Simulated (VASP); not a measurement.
# HfSiO4 (I4_1/amd) in VASP: notebook

HfSiO4 is run at these levels: PBEsol; tasks: single point.

Program: VASP 6.6.1. These are calculated values, not measurements. Logs are shortened: lines on timing, memory, paths and dates and some standing lists are left out, and cuts for length are marked.

## Step 1: The cell of the first run

It takes space group I4_1/amd (No. 141, tetragonal). Conventional cell: a = 6.582 Å, b = 6.582 Å, c = 5.966 Å, α = 90.00°, β = 90.00°, γ = 90.00°. Hf (site symmetry -4m2) has 8 O at 2.11 to 2.25 Å within 2.8 Å. Within 2.2 Å of Si (site symmetry -4m2) lie 4 O at 1.63 Å. O (site symmetry m) has 1 Si at 1.63 Å and 2 Hf at 2.11 to 2.25 Å within 2.3 Å.

## Step 2: Single point, PBEsol

File INCAR:

```
ALGO     = Normal         # electronic algorithm
EDIFF    = 1E-6           # SCF threshold, eV
ENCUT    = 520            # plane-wave cutoff, eV
GGA      = PS             # functional
ISIF     = 2              # what is computed and relaxed
ISMEAR   = 0              # smearing method
LASPH    = True           # aspherical terms in the spheres
LCHARG   = False          # write CHGCAR
LREAL    = False          # projectors in reciprocal space
LWAVE    = False          # write WAVECAR
NBANDS   = 50             # bands
NELM     = 100            # most SCF steps
PREC     = Accurate       # precision mode
SIGMA    = 0.02           # smearing width, eV
```

File KPOINTS:

```
k-points
0
Gamma
  6 6 6
```

File POSCAR:

```
HfSiO4
1.0
   -3.2910116945      3.2910116945      2.9830669716
    3.2910116945     -3.2910116945      2.9830669716
    3.2910116945      3.2910116945     -2.9830669716
Hf Si O
2 2 8
Direct
    0.0000000000      0.0000000000      0.0000000000
    0.7500000000      0.2500000000      0.5000000000
    0.2500000000      0.7500000000      0.5000000000
    0.5000000000      0.5000000000      0.0000000000
    0.1333334030      0.3181250468      0.8152083562
    0.0681250468      0.7529166906      0.6847916438
    0.0681250468      0.3833334030      0.3152083562
    0.5029166906      0.3181250468      0.1847916438
    0.6818749532      0.4970833094      0.8152083562
    0.6166665970      0.9318749532      0.6847916438
    0.2470833094      0.9318749532      0.3152083562
    0.6818749532      0.8666665970      0.1847916438
```

Potentials or basis: VASP PAW PBE potentials, release 64 (Hf_pv, Si, O).

Launch:

```
> cat potpaw_PBE.64/Hf_pv/POTCAR potpaw_PBE.64/Si/POTCAR potpaw_PBE.64/O/POTCAR > POTCAR
> mpirun -np 1 vasp_std > vasp.out
```

OUTCAR:

```text
EDIFF = 1E-6
   ENCUT = 520
   GGA = PS
   ISIF = 2
   ISMEAR = 0
   LASPH = True
   LREAL = False
   NELM = 100
   PREC = Accurate

 ion  position               nearest neighbor table
   1  0.000  0.000  0.000-   6 2.11  11 2.11  10 2.11   7 2.11   5 2.25  12 2.25   8 2.25   9 2.25
                             4 2.98   4 2.98   2 3.61   2 3.61   2 3.61   2 3.61
   2  0.750  0.250  0.500-   8 2.11   9 2.11   5 2.11  12 2.11  10 2.25   7 2.25   6 2.25  11 2.25
                             3 2.98   3 2.98   1 3.61   1 3.61   1 3.61   1 3.61
   3  0.250  0.750  0.500-   7 1.63  10 1.63   6 1.63  11 1.63   2 2.98   2 2.98
   4  0.500  0.500  0.000-   5 1.63  12 1.63   9 1.63   8 1.63   1 2.98   1 2.98
   5  0.133  0.318  0.815-   4 1.63   2 2.11   1 2.25
   6  0.068  0.753  0.685-   3 1.63   1 2.11   2 2.25
   7  0.068  0.383  0.315-   3 1.63   1 2.11   2 2.25
   8  0.503  0.318  0.185-   4 1.63   2 2.11   1 2.25
   9  0.682  0.497  0.815-   4 1.63   2 2.11   1 2.25
  10  0.617  0.932  0.685-   3 1.63   1 2.11   2 2.25
  11  0.247  0.932  0.315-   3 1.63   1 2.11   2 2.25
  12  0.682  0.867  0.185-   4 1.63   2 2.11   1 2.25

  LATTYP: Found a body centered tetragonal cell.
 ALAT       =     6.5820233890
 C/A-ratio  =     0.9064285540

  Lattice vectors:

 A1 = (  -3.2910116945,   3.2910116945,   2.9830669716)
 A2 = (   3.2910116945,  -3.2910116945,   2.9830669716)
 A3 = (   3.2910116945,   3.2910116945,  -2.9830669716)

Analysis of symmetry for initial positions (statically):
=====================================================================
 Subroutine PRICEL returns:
 Original cell was already a primitive cell.

 Routine SETGRP: Setting up the symmetry group for a
 body centered tetragonal supercell.

 Subroutine GETGRP returns: Found 16 space group operations
 (whereof  8 operations were pure point group operations)
 out of a pool of 16 trial point group operations.

The static configuration has the point symmetry D_2d.
 The point group associated with its full space group is D_4h.

Analysis of symmetry for dynamics (positions and initial velocities):
=====================================================================
 Subroutine PRICEL returns:
 Original cell was already a primitive cell.

 Routine SETGRP: Setting up the symmetry group for a
 body centered tetragonal supercell.

 Subroutine GETGRP returns: Found 16 space group operations
 (whereof  8 operations were pure point group operations)
 out of a pool of 16 trial point group operations.

The dynamic configuration has the point symmetry D_2d.
 The point group associated with its full space group is D_4h.

 Subroutine INISYM returns: Found 16 space group operations
 (whereof  8 operations are pure point group operations),
 and found     1 'primitive' translations

----------------------------------------------------------------------------------------

                                     Primitive cell

  volume of cell :     129.2355

  direct lattice vectors                    reciprocal lattice vectors
    -3.291011694  3.291011694  2.983066972     0.000000000  0.151928965  0.167612730
     3.291011694 -3.291011694  2.983066972     0.151928965  0.000000000  0.167612730
     3.291011694  3.291011694 -2.983066972     0.151928965  0.151928965  0.000000000

  length of vectors
     5.528128481  5.528128481  5.528128481     0.226222098  0.226222098  0.214860003

  position of ions in fractional coordinates (direct lattice)
     0.000000000  0.000000000  0.000000000
     0.750000000  0.250000000  0.500000000
     0.250000000  0.750000000  0.500000000
     0.500000000  0.500000000  0.000000000
     0.133333403  0.318125047  0.815208356
     0.068125047  0.752916691  0.684791644
     0.068125047  0.383333403  0.315208356
     0.502916691  0.318125047  0.184791644
     0.681874953  0.497083309  0.815208356
     0.616666597  0.931874953  0.684791644
     0.247083309  0.931874953  0.315208356
     0.681874953  0.866666597  0.184791644

  ion indices of the primitive-cell ions
   primitive index   ion index
                 1           1
                 2           2
                 3           3
                 4           4
                 5           5
                 6           6
                 7           7
                 8           8
                 9           9
                10          10
                11          11
                12          12

----------------------------------------------------------------------------------------

 KPOINTS: k-points

Automatic generation of k-mesh.
 Grid dimensions read from file:
 generate k-points for:    6    6    6

 Generating k-lattice:

  Cartesian coordinates                     Fractional coordinates (reciprocal lattice)
     0.000000000  0.025321494  0.027935455     0.166666667 -0.000000000  0.000000000
     0.025321494  0.000000000  0.027935455    -0.000000000  0.166666667  0.000000000
     0.025321494  0.025321494  0.000000000     0.000000000  0.000000000  0.166666667

  Length of vectors
     0.037703683  0.037703683  0.035810000

  Shift w.r.t. Gamma in fractional coordinates (k-lattice)
     0.000000000  0.000000000  0.000000000

 Subroutine IBZKPT returns following result:
 ===========================================

 Found     30 irreducible k-points:

 Following reciprocal coordinates:
            Coordinates               Weight
  0.000000  0.000000  0.000000      1.000000
  0.166667  0.000000 -0.000000      8.000000
  0.333333  0.000000 -0.000000      8.000000
  0.500000  0.000000  0.000000      4.000000
  0.166667  0.166667 -0.000000      8.000000
  0.333333  0.166667 -0.000000     16.000000
[... 16 lines left out ...]
 -0.333333 -0.333333  0.166667      8.000000
 -0.166667 -0.333333  0.166667      8.000000
 [... further k-points ...]
   k-points           NKPTS =     30   k-points in BZ     NKDIM =     30   number of bands    NBANDS=     50
   number of dos      NEDOS =    301   number of ions     NIONS =     12
   total plane-waves  NPLWV =  74088
   dimension x,y,z NGX =    42 NGY =   42 NGZ =   42
   dimension x,y,z NGXF=    84 NGYF=   84 NGZF=   84
   ions per type =               2   2   8
   NGX,Y,Z   is equivalent  to a cutoff of  12.63, 12.63, 12.63 a.u.
   NGXF,Y,Z  is equivalent  to a cutoff of  25.26, 25.26, 25.26 a.u.
 SYSTEM =  unknown system
   PREC   = accura    normal or accurate (medium, high low for compatibility)
   ISTART =      0    job   : 0-new  1-cont  2-samecut
   ICHARG =      2    charge: 1-file 2-atom 10-const
   ISPIN  =      1    spin polarized calculation?
   LNONCOLLINEAR =      F non collinear calculations
   LSORBIT =      F    spin-orbit coupling
   LASPH  =      T    aspherical Exc in radial PAW
   ENCUT  =  520.0 eV  38.22 Ry    6.18 a.u.  10.28 10.28 10.28*2*pi/ulx,y,z
   NELM   =    100;   NELMIN=  2; NELMDL= -5     # of ELM steps
   EDIFF  = 0.1E-05   stopping-criterion for ELM
   LREAL  =      F    real-space projection
   EDIFFG = 0.1E-04   stopping-criterion for IOM
   NSW    =      0    number of steps for IOM
   IBRION =     -1    ionic relax: 0-MD 1-quasi-New 2-CG
   NFREE  =      0    steps in history (QN), initial steepest desc. (CG)
   ISIF   =      2    stress and relaxation
   ISYM   =      2    0-nonsym 1-usesym 2-fastsym
   POTIM  = 0.5000    time-step for ionic-motion
   TEBEG  =    0.0;   TEEND  =   0.0 temperature during run
   PSTRESS=    0.0 pullay stress
   NELECT =      76.0000    total number of electrons
   NUPDOWN=      -1.0000    fix difference up-down
   EMIN   =  10.00;   EMAX   =-10.00  energy-range for DOS
   EFERMI =   0.00;   METHOD = LEGACY
   ISMEAR =     0;   SIGMA  =   0.02  broadening in eV -4-tet -1-fermi 0-gaus
   EFERMI_NEDOS =   21; number of points for ismear=-14 and -15
   IALGO  =     38    algorithm
   IMIX   =      4    mixing-type and parameters
     AMIX     =   0.40;   BMIX     =  1.00
     AMIX_MAG =   1.60;   BMIX_MAG =  1.00
  volume/ion in A,a.u.               =      10.77        72.68
  Fermi-wavevector in a.u.,A,eV,Ry     =   1.371572  2.591896 25.595429  1.881211
  Thomas-Fermi vector in A             =   2.497257
   LORBIT       =      0    0 simple, 1 ext, 2 COOP (PROOUT), +10 PAW based schemes
   GGA     = PS    functional components
   LHFCALC =     F    Hartree Fock is set to
   AEXX    =    0.0000 exact exchange contribution
   IVDW    =     0    specifies the selected vdW correction
   LEPSILON=     F    determine dielectric tensor
   LRPA    =     F    only Hartree local field effects (RPA)
 non-spin polarized calculation
 Gauss-broadening in eV      SIGMA  =   0.02
  energy-cutoff  :      520.00
  volume of cell :      129.24
 maximum number of plane-waves:      3503
 NGX is ok and might be reduce to    42

 number of electron      76.0000005 magnetization

 Free energy of the ion-electron system (eV)
  ---------------------------------------------------
  ext. energy  EPLUGINS =         0.00000000
  ---------------------------------------------------
  free energy    TOTEN  =      -113.44884006 eV

  energy without entropy =     -113.44884006  energy(sigma->0) =     -113.44884006

 E-fermi :   3.3408     XC(G=0): -11.3436

 val. band max:        3.1509740558   @ k =   0.0000   0.0000   0.0000
 cond. band min:       8.4909415041   @ k =   0.3333   0.3333   0.1667
 fundamental gap:      5.3399674482
 Fermi energy:         3.3407753670

 k-point     1 :       0.0000    0.0000    0.0000
  band No.  band energies     occupation
      1     -26.0772      2.00000
      2     -26.0772      2.00000
      3     -26.0013      2.00000
      4     -25.9905      2.00000
      5     -25.8938      2.00000
      6     -25.8938      2.00000
[... 42 lines left out ...]
     49      12.3294      0.00000
     50      12.8254      0.00000
[... 1217 lines left out ...]
     49      11.9900      0.00000
     50      12.6439      0.00000

 [... further k-points ...]
[... 5 lines left out ...]
  --------------------------------------------------------------------------------------
  -------------------------------------------------------------------------------------
  Total       -1.2031534     -1.2031534     -0.8025163      0.0000000      0.0000000      0.0000000
  in kB      -14.9159091    -14.9159091     -9.9490727      0.0000000      0.0000000      0.0000000
  external PRESSURE =     -13.2602970 kB  Pullay stress =       0.0000000 kB

 VOLUME and BASIS-vectors are now :
 -----------------------------------------------------------------------------
  energy-cutoff  :      520.00
  volume of cell :      129.24
      direct lattice vectors                 reciprocal lattice vectors
    -3.291011694  3.291011694  2.983066972     0.000000000  0.151928965  0.167612730
     3.291011694 -3.291011694  2.983066972     0.151928965  0.000000000  0.167612730
     3.291011694  3.291011694 -2.983066972     0.151928965  0.151928965  0.000000000

 POSITION                                       TOTAL-FORCE (eV/Angst)
 -----------------------------------------------------------------------------------
      0.00000      0.00000      0.00000         0.000000     -0.000000      0.000000
      0.00000      3.29101      1.49153         0.000000     -0.000000      0.000000
      3.29101      0.00000      1.49153         0.000000     -0.000000      0.000000
      0.00000      0.00000      2.98307         0.000000     -0.000000      0.000000
      3.29101      2.07471     -1.08509         0.000000     -0.162138     -0.162495
      4.50731     -0.00000      0.40644         0.162138     -0.000000     -0.162495
      2.07471      0.00000      0.40644        -0.162138     -0.000000     -0.162495
     -0.00000      1.21630      1.89798         0.000000      0.162138     -0.162495
      2.07471      3.29101      1.08509        -0.162138     -0.000000      0.162495
      3.29101      1.21630      2.57662         0.000000      0.162138      0.162495
      3.29101     -1.21630      2.57662         0.000000     -0.162138      0.162495
      1.21630     -0.00000      4.06816         0.162138     -0.000000      0.162495
 -----------------------------------------------------------------------------------
    total drift:                               -0.000000     -0.000000      0.000000

  FREE ENERGIE OF THE ION-ELECTRON SYSTEM (eV)
  ---------------------------------------------------
  free  energy   TOTEN  =      -113.4488400650 eV

  energy  without entropy=     -113.4488400650  energy(sigma->0) =     -113.44884006
```

Wall time 5.2 min (1 thread of Intel Xeon 8259CL, shared host); peak memory 0.35 GiB.

Results:

```
Free energy            : -113.4488 eV
Pressure               : -1.3 GPa
Largest force          : 0.230 eV/Å
Band gap on the k mesh : 5.34 eV (least direct gap 5.69 eV)
```

Forces on the atoms (eV/Å):
```
Hf   0.000  0.000  0.000
Hf   0.000  0.000  0.000
Si   0.000  0.000  0.000
Si   0.000  0.000  0.000
O    0.000 -0.162 -0.162
O    0.162  0.000 -0.162
O   -0.162  0.000 -0.162
O    0.000  0.162 -0.162
O   -0.162  0.000  0.162
O    0.000  0.162  0.162
O    0.000 -0.162  0.162
O    0.162  0.000  0.162
```

Levels at points of the mesh, in eV from the valence-band top:
```csv
k point,band 36,band 37,band 38,band 39,band 40,band 41
"(0.00, 0.00, 0.00)",-0.58,-0.55,0.00,5.73,6.00,6.06
"(0.50, 0.00, 0.00)",-0.83,-0.26,-0.20,5.62,5.77,6.55
"(0.50, 0.50, 0.00)",-0.93,-0.61,-0.61,5.34,5.34,6.48
"(0.50, 0.50, 0.50)",-1.11,-0.88,-0.88,6.23,6.23,6.52
```

Caveat: the PAW data sets were made with another functional, which shifts forces and pressure a little; spin-orbit coupling is left out, which moves the levels of the heavy elements.

## Step 3: Single point, PBEsol

This run uses another cell than the first one: it holds 36 atoms, not 12.

File INCAR:

```
ALGO = Normal ; EDIFF = 1E-7
ENCUT = 520 ; GGA = PS
ISIF = 2 ; ISMEAR = 0
LASPH = True ; LCHARG = False
LREAL = Auto ; LWAVE = False
NBANDS = 138 ; NELM = 60
PREC = Accurate ; SIGMA = 0.02
```

File KPOINTS:

```
k-points
0
Gamma
  2 2 2
```

File POSCAR:

```
HfSiO4
1.0
    0.0000000000     -6.5820233891      0.0000000000
   -6.5820233891      0.0000000000      0.0000000000
    3.2910116945      3.2910116945     -8.9492009149
Hf Si O
6 6 24
Direct
    0.3333333333      0.3333333333      0.6666666667
    1.0000000000      1.0000000000      0.0000000000
    0.6666666667      0.6666666667      0.3333333333
    0.0833333333      0.5833333333      0.1666666667
    0.7500000000      0.2500000000      0.5000000000
    0.4166666667      0.9166666667      0.8333333333
    0.5833333333      0.0833333333      0.1666666667
    0.2500000000      0.7500000000      0.5000000000
    0.9166666667      0.4166666667      0.8333333333
    0.5000000000      0.5000000000      0.0000000000
    0.1666666667      0.1666666667      0.3333333333
    0.8333333333      0.8333333333      0.6666666667
    0.4120832949      0.2272916511      0.4545833021
    0.0787499615      0.8939583177      0.7879166355
    0.7454166282      0.5606249844      0.1212499688
    0.6439583177      0.9591666739      0.2879166355
    0.3106249844      0.6258333406      0.6212499688
    0.9772916511      0.2925000073      0.9545833021
    0.6439583177      0.3287499615      0.2879166355
    0.3106249844      0.9954166282      0.6212499688
    0.9772916511      0.6620832949      0.9545833021
    0.3758333406      0.5606249844      0.1212499688
    0.0425000073      0.2272916511      0.4545833021
    0.7091666739      0.8939583177      0.7879166355
    0.1060416823      0.2908333261      0.2120833645
    0.7727083489      0.9574999927      0.5454166979
    0.4393750156      0.6241666594      0.8787500312
    0.3379167051      0.0227083489      0.0454166979
    0.0045833718      0.6893750156      0.3787500312
    0.6712500385      0.3560416823      0.7120833645
    0.7074999927      0.0227083489      0.0454166979
    0.3741666594      0.6893750156      0.3787500312
    0.0408333261      0.3560416823      0.7120833645
    0.4393750156      0.2545833718      0.8787500312
    0.1060416823      0.9212500385      0.2120833645
    0.7727083489      0.5879167051      0.5454166979
```

Potentials or basis: VASP PAW PBE potentials, release 64 (Hf_pv, Si, O).

Launch:

```
> cat potpaw_PBE.64/Hf_pv/POTCAR potpaw_PBE.64/Si/POTCAR potpaw_PBE.64/O/POTCAR > POTCAR
> mpirun -np 1 vasp_std > vasp.out
```

Wall time 15 min (1 thread of Intel Xeon 8259CL, shared host); peak memory 0.54 GiB.

The run converged. Its results:

| Quantity | Value |
| --- | --- |
| Free energy | -340.3080 eV |
| Pressure | -1.4 GPa |
| Largest force | 0.220 eV/Å |
| Band gap on the k mesh | 5.34 eV |

Forces in eV/Å, atoms in the order of the input:
```
Hf   0.000  0.000  0.000
Hf   0.000  0.000  0.000
Hf   0.000  0.000  0.000
Hf   0.000  0.000  0.000
Hf   0.000  0.000  0.000
Hf   0.000  0.000  0.000
Si   0.000  0.000  0.000
Si   0.000  0.000  0.000
Si   0.000  0.000  0.000
Si   0.000  0.000  0.000
Si   0.000  0.000  0.000
Si   0.000  0.000  0.000
O    0.000 -0.166 -0.144
O    0.000 -0.166 -0.144
O    0.000 -0.166 -0.144
O    0.166  0.000 -0.144
O    0.166  0.000 -0.144
O    0.166  0.000 -0.144
O   -0.166  0.000 -0.144
O   -0.166  0.000 -0.144
O   -0.166  0.000 -0.144
O    0.000  0.166 -0.144
O    0.000  0.166 -0.144
O    0.000  0.166 -0.144
O   -0.166  0.000  0.144
O   -0.166  0.000  0.144
O   -0.166  0.000  0.144
O    0.000  0.166  0.144
O    0.000  0.166  0.144
O    0.000  0.166  0.144
O    0.000 -0.166  0.144
O    0.000 -0.166  0.144
O    0.000 -0.166  0.144
O    0.166  0.000  0.144
O    0.166  0.000  0.144
O    0.166  0.000  0.144
```

Stress tensor (GPa, compression positive):
```
-1.52  0.00  0.00
 0.00 -1.52  0.00
 0.00  0.00 -1.01
```

Levels at points of the mesh, in eV from the valence-band top:
| k point | band 112 | band 113 | band 114 | band 115 | band 116 | band 117 |
| --- | --- | --- | --- | --- | --- | --- |
| (0.00, 0.00, 0.00) | -0.45 | -0.45 | 0.00 | 5.73 | 5.91 | 5.91 |
| (0.50, 0.00, 0.00) | -0.36 | -0.26 | -0.20 | 5.61 | 5.68 | 5.68 |
| (0.50, 0.50, 0.00) | -0.52 | -0.52 | -0.52 | 5.34 | 5.34 | 5.34 |
| (0.00, 0.00, 0.50) | -0.32 | -0.05 | -0.05 | 5.76 | 5.76 | 6.23 |

Caveat: the k points lie up to 0.51 Å⁻¹ apart; the PAW data sets were made with another functional, which shifts forces and pressure a little; spin-orbit coupling is left out, which moves the levels of the heavy elements.
